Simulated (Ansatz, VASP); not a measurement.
# One calculation of Ru, two programs

```
CELL_PARAMETERS angstrom
2.68764 0.00000 0.00000
-1.34382 2.32756 0.00000
0.00000 0.00000 4.25316
ATOMIC_POSITIONS crystal
Ru 0.33333 0.66667 0.25000
Ru 0.66667 0.33333 0.75000
```

Change from the starting cell: volume scaled by 0.98.

Alike in both runs: task single point; functional PBEsol; k mesh 14 × 14 × 8; occupations fermi-dirac, width 0.03 eV; no spin polarisation.

|  | VASP | Ansatz |
| --- | --- | --- |
| version | VASP 6.6.1 | Ansatz 0.2.0 |
| potentials or method | VASP PAW PBE potentials, release 64 (Ru_pv), cutoff 520 eV | all-electron LAPW, scalar-relativistic |

|  | VASP | Ansatz | Ansatz less VASP |
| --- | --- | --- | --- |
| pressure (GPa) | 0.5 | 0.5 | -0.01 |
| traceless stress, the component that is largest in VASP (GPa) | -1.14 | -1.18 | -0.041 |

VASP's potentials were made for PBE, not for PBEsol. Ansatz ran all-electron here, and VASP with PAW potentials.
